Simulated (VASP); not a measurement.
# Ni (Im-3m) in VASP: notebook, part 2 of 2

VASP 6.6.1. Earlier steps stand in the parts before.

## (5) Relaxation of cell and atoms, LDA, collinear spin, ferromagnetic start

This run uses another cell than the first one, of 10.60 Å³/atom.

Input file INCAR:

```
SYSTEM = Ni
PREC = Accurate ; ENCUT = 600
EDIFF = 1E-7 ; ISMEAR = 1
SIGMA = 0.2 ; LREAL = .False.
LASPH = .True. ; NELM = 200
ALGO = Normal ; ISIF = 3
LWAVE = .False. ; LCHARG = .False.
ISPIN = 2 ; MAGMOM = 1.5
LORBIT = 11 ; LMAXMIX = 4
GGA = CA ; IBRION = 2
NSW = 80 ; EDIFFG = -0.001
GGA_COMPAT = .False. ; NELMIN = 4
```

Input file KPOINTS:

```
regular mesh
0
Gamma
  14 14 14
  0 0 0
```

Input file POSCAR:

```
Ni
1.0
   -1.3837154700      1.3837154700      1.3837154700
    1.3837154700     -1.3837154700      1.3837154700
    1.3837154700      1.3837154700     -1.3837154700
Ni
1
Direct
    0.0000000000      0.0000000000      0.0000000000
```

Potentials or basis: VASP PAW LDA potentials, release 64 (Ni).

Command:

```sh
> cat potpaw_LDA.64/Ni/POTCAR > POTCAR
> mpirun -np 1 vasp_std > vasp.out
```

OUTCAR:

```text
SYSTEM = Ni
   PREC = Accurate
   ENCUT = 600
   EDIFF = 1E-7
   ISMEAR = 1
   LREAL = .False.
   LASPH = .True.
   NELM = 200
   ISIF = 3
   ISPIN = 2
   LORBIT = 11
   GGA = CA
   IBRION = 2
   NSW = 80
   EDIFFG = -0.001
   NELMIN = 4

 ion  position               nearest neighbor table
   1  0.000  0.000  0.000-

  LATTYP: Found a body centered cubic cell.
 ALAT       =     2.7674309400

  Lattice vectors:

 A1 = (  -1.3837154700,   1.3837154700,   1.3837154700)
 A2 = (   1.3837154700,  -1.3837154700,   1.3837154700)
 A3 = (   1.3837154700,   1.3837154700,  -1.3837154700)

Analysis of symmetry for initial positions (statically):
=====================================================================
 Subroutine PRICEL returns:
 Original cell was already a primitive cell.

 Routine SETGRP: Setting up the symmetry group for a
 body centered cubic supercell.

 Subroutine GETGRP returns: Found 48 space group operations
 (whereof 48 operations were pure point group operations)
 out of a pool of 48 trial point group operations.

The static configuration has the point symmetry O_h .

Analysis of symmetry for dynamics (positions and initial velocities):
=====================================================================
 Subroutine PRICEL returns:
 Original cell was already a primitive cell.

 Routine SETGRP: Setting up the symmetry group for a
 body centered cubic supercell.

 Subroutine GETGRP returns: Found 48 space group operations
 (whereof 48 operations were pure point group operations)
 out of a pool of 48 trial point group operations.

The dynamic configuration has the point symmetry O_h .

Analysis of structural, dynamic, and magnetic symmetry:
=====================================================================
 Subroutine PRICEL returns:
 Original cell was already a primitive cell.

 Routine SETGRP: Setting up the symmetry group for a
 body centered cubic supercell.

 Subroutine GETGRP returns: Found 48 space group operations
[... 117 lines left out ...]
   EFERMI_NEDOS =   21; number of points for ismear=-14 and -15
   IALGO  =     38    algorithm
   IMIX   =      4    mixing-type and parameters
     AMIX     =   0.40;   BMIX     =  1.00
     AMIX_MAG =   1.60;   BMIX_MAG =  1.00
  volume/ion in A,a.u.               =      10.60        71.51
  Fermi-wavevector in a.u.,A,eV,Ry     =   1.605738  3.034405 35.081190  2.578395
  Thomas-Fermi vector in A             =   2.702037
   LORBIT       =     11    0 simple, 1 ext, 2 COOP (PROOUT), +10 PAW based schemes
   GGA     = CA    functional components
   LHFCALC =     F    Hartree Fock is set to
   AEXX    =    0.0000 exact exchange contribution
   IVDW    =     0    specifies the selected vdW correction
   LEPSILON=     F    determine dielectric tensor
   LRPA    =     F    only Hartree local field effects (RPA)
 conjugate gradient relaxation of ions
 spin polarized calculation
 Methfessel and Paxton  Order N= 1 SIGMA  =   0.20
  energy-cutoff  :      600.00
  volume of cell :       10.60
 maximum number of plane-waves:       370
   NGX =  9   NGY =  9   NGZ =  9

--------------------------------------- Ionic step        1  -------------------------------------------

 number of electron      10.0000001 magnetization       0.4848666

 Free energy of the ion-electron system (eV)
  ---------------------------------------------------
  ext. energy  EPLUGINS =         0.00000000
  ---------------------------------------------------
  free energy    TOTEN  =        -6.46113879 eV

  energy without entropy =       -6.46590070  energy(sigma->0) =       -6.46272609

 E-fermi :   9.2726     XC(G=0): -13.7650

 val. band max:        9.2646648741   @ k =  -0.2857   0.5000   0.0714
 cond. band min:       9.2778006985   @ k =   0.5000   0.5000   0.2143
 fundamental gap:      0.0131358244
 Fermi energy:         9.2725811235

 spin component 1

 k-point     1 :       0.0000    0.0000    0.0000
  band No.  band energies     occupation
      1       0.2424      1.00000
      2       7.0061      1.00000
      3       7.0061      1.00000
      4       7.0061      1.00000
      5       8.4731      1.00000
      6       8.4731      1.00000
      7      36.0712      0.00000
      8      36.0712      0.00000
      9      36.0712      0.00000
     10      41.1617      0.00000
[... 789 lines left out ...]
--------------------------------------- Ionic step        6  -------------------------------------------

 number of electron      10.0000007 magnetization       0.4124167

 Free energy of the ion-electron system (eV)
  ---------------------------------------------------
  ext. energy  EPLUGINS =         0.00000000
  ---------------------------------------------------
  free energy    TOTEN  =        -6.47997812 eV

  energy without entropy =       -6.48274292  energy(sigma->0) =       -6.48089972

 E-fermi :  10.0231     XC(G=0): -14.0734

 val. band max:       10.0122869864   @ k =   0.5000   0.5000   0.3571
 cond. band min:      10.0346525893   @ k =  -0.3571  -0.4286   0.1429
 fundamental gap:      0.0223656029
 Fermi energy:        10.0230984116

 spin component 1

 k-point     1 :       0.0000    0.0000    0.0000
  band No.  band energies     occupation
      1       0.6471      1.00000
      2       7.6619      1.00000
      3       7.6619      1.00000
      4       7.6619      1.00000
      5       9.2321      1.00000
      6       9.2321      1.00000
      7      37.3575      0.00000
      8      37.3575      0.00000
      9      37.3575      0.00000
     10      42.8272      0.00000
[... 643 lines left out ...]
  FREE ENERGIE OF THE ION-ELECTRON SYSTEM (eV)
  ---------------------------------------------------
  free  energy   TOTEN  =        -6.4799781167 eV

  energy  without entropy=       -6.4827429204  energy(sigma->0) =       -6.48089972

 reached required accuracy - stopping structural energy minimisation

 total charge

# of ion       s       p       d       tot
------------------------------------------
    1        0.526   0.558   8.387   9.471

 magnetization (x)

# of ion       s       p       d       tot
------------------------------------------
    1       -0.001  -0.008   0.420   0.411
```

CONTCAR:

```text
Ni
   1.00000000000000
    -1.3603745638152747    1.3603745638152747    1.3603745638152747
     1.3603745638152747   -1.3603745638152747    1.3603745638152747
     1.3603745638152747    1.3603745638152747   -1.3603745638152747
  Ni
     1
Direct
     0.0000000000000000    0.0000000000000000    0.0000000000000000

  0.00000000E+00  0.00000000E+00  0.00000000E+00
```

Wall time 45 s (1 thread of Intel Xeon 6975P-C (Granite Rapids), shared host); peak memory 0.14 GiB.

Results:

* Free energy: -6.4800 eV
* Relaxed volume: 10.07 Å³/atom
* Relaxed cell: a = 2.356 Å, b = 2.356 Å, c = 2.356 Å, α = 109.47°, β = 109.47°, γ = 109.47°
* Space group after relaxing (to 0.1 Å): Im-3m (No. 229)
* Energy gained by relaxing: 18.8 meV/atom
* Ionic steps: 6
* Pressure after relaxing: 0.0 GPa
* Net moment: 0.41 μB per cell
* Site moments: Ni +0.41 μB
* Valence electrons inside the program's atomic spheres: Ni 9.47

The path:
```
step  energy change (eV)  largest force (eV/Å)  pressure (GPa)  volume (Å³)
   1              0.0000                0.0000          -10.93        10.60
   2              0.0053                0.0000           14.99         9.53
   3             -0.0188                0.0000           -0.14        10.07
   4             -0.0188                0.0000            0.14        10.06
   5             -0.0188                0.0000           -0.14        10.08
   6             -0.0188                0.0000            0.00        10.07
```

Final structure:
```
Ni
1.0
    -1.36037    1.36037    1.36037
     1.36037   -1.36037    1.36037
     1.36037    1.36037   -1.36037
Ni
1
Direct
  0.00000 0.00000 0.00000
```

## (6) Relaxation of cell and atoms, LDA, collinear spin, ferromagnetic start, target pressure 10 GPa, at which the enthalpy is minimised

This run uses another cell than the first one, of 10.60 Å³/atom.

Input file INCAR:

```
PREC     = Accurate       # precision mode
ENCUT    = 600            # plane-wave cutoff, eV
EDIFF    = 1E-7           # SCF threshold, eV
ISMEAR   = 1              # smearing method
SIGMA    = 0.2            # smearing width, eV
LREAL    = False          # projectors in reciprocal space
LASPH    = True           # aspherical terms in the spheres
NELM     = 200            # most SCF steps
ALGO     = Normal         # electronic algorithm
ISIF     = 3              # what is computed and relaxed
LWAVE    = False          # write WAVECAR
LCHARG   = False          # write CHGCAR
ISPIN    = 2              # spin polarisation
MAGMOM   = 1.5            # initial moments
LORBIT   = 11             # projections on sites
LMAXMIX  = 4              # l up to which the mixer works
IBRION   = 2              # ionic algorithm
NSW      = 80             # ionic steps
EDIFFG   = -0.001         # ionic threshold
PSTRESS  = 100.0        
GGA_COMPAT= False        
NELMIN   = 4
```

Input file KPOINTS:

```
regular mesh
0
Gamma
  14 14 14
```

POSCAR is that of step 5.

Potentials or basis: VASP PAW LDA potentials, release 64 (Ni).

Command:

```sh
> cat potpaw_LDA.64/Ni/POTCAR > POTCAR
> mpirun -np 1 vasp_std > vasp.out
```

It took 49 s on 1 thread of Intel Xeon 6975P-C (Granite Rapids), shared host; peak memory 0.15 GiB.

It converged, with:

- Free energy: -6.4670 eV
- Relaxed volume: 9.67 Å³/atom
- Relaxed cell: a = 2.325 Å, b = 2.325 Å, c = 2.325 Å, α = 109.47°, β = 109.47°, γ = 109.47°
- Space group after relaxing (to 0.1 Å): Im-3m (No. 229)
- Energy change on relaxing (the run minimises the enthalpy): -5.8 meV/atom
- Ionic steps: 7
- Pressure after relaxing: 10.0 GPa
- Band gap on the k mesh: zero (filled and empty bands overlap)
- Net moment: 0.00 μB per cell
- Valence electrons inside the program's atomic spheres: Ni 9.56

Step by step:
```csv
step,energy change (eV),largest force (eV/Å),pressure (GPa),volume (Å³)
1,0.0000,0.0000,-10.93,10.60
2,0.1960,0.0000,55.73,8.61
3,-0.0082,0.0000,8.73,9.71
4,-0.0062,0.0000,9.79,9.68
5,-0.0051,0.0000,10.34,9.66
6,-0.0067,0.0000,9.54,9.69
7,-0.0058,0.0000,10.00,9.67
```

Final structure:
```cif
data_structure
_symmetry_space_group_name_H-M 'P 1'
_symmetry_Int_Tables_number 1
_cell_length_a 2.3248
_cell_length_b 2.3248
_cell_length_c 2.3248
_cell_angle_alpha 109.471
_cell_angle_beta 109.471
_cell_angle_gamma 109.471
_cell_volume 9.67
loop_
_atom_site_label
_atom_site_type_symbol
_atom_site_fract_x
_atom_site_fract_y
_atom_site_fract_z
_atom_site_occupancy
Ni1 Ni 0.00000 0.00000 0.00000 1
```

Levels at points of the mesh, in eV from the Fermi level:
Spin up:
```
           k point  band 1  band 2  band 3  band 4  band 5  band 6  band 7  band 8  band 9  band 10
(0.00, 0.00, 0.00)   -9.61   -2.24   -2.24   -2.24   -0.62   -0.62   27.79   27.79   27.79    33.58
(0.50, 0.00, 0.00)   -5.06   -3.37   -0.68   -0.42    0.24    0.51    7.70   20.27   21.86    25.81
(0.50, 0.50, 0.50)   -4.66   -4.66    0.23    0.23    0.23   10.60   10.60   10.60   17.16    17.16
```
Spin down:
```csv
k point,band 3,band 4,band 5,band 6,band 7,band 8
"(0.00, 0.00, 0.00)",-2.23,-2.23,-0.61,-0.61,27.79,27.79
"(0.50, 0.00, 0.00)",-0.67,-0.41,0.24,0.51,7.70,20.27
"(0.50, 0.50, 0.50)",0.24,0.24,0.24,10.60,10.60,10.60
```

Caveat: the cell is relaxed towards a set pressure, so the run minimises the enthalpy, not the energy; the moments typed at the start vanished in this run.

## (7) Summary

```tsv
task	cell	gap on the mesh (eV)	pressure (GPa)	moment (μB)
single point	a = 2.302 Å, angles 109.5°, 1 atom	none	19.7	0.13
single point	a = 2.327 Å, angles 109.5°, 1 atom	none	9.7	0.28
single point	a = 2.357 Å, angles 109.5°, 1 atom	none	-0.2	0.41
relaxation of cell and atoms	relaxed from a = 2.397 Å, angles 109.5°, 1 atom	none	0.0	0.41
```

Alike in all rows: level LDA; potentials or basis VASP PAW LDA potentials, release 64 (Ni); spin collinear, ferromagnetic start; k mesh 14 × 14 × 14; cutoff (eV) 600; smearing methfessel-paxton 0.2 eV.

Caveats: the cell stands under pressure (at least some runs).

Absolute energies hang on the potentials; compare differences alone.

The gap in the log of VASP goes by the Fermi energy; the results here count the filled bands.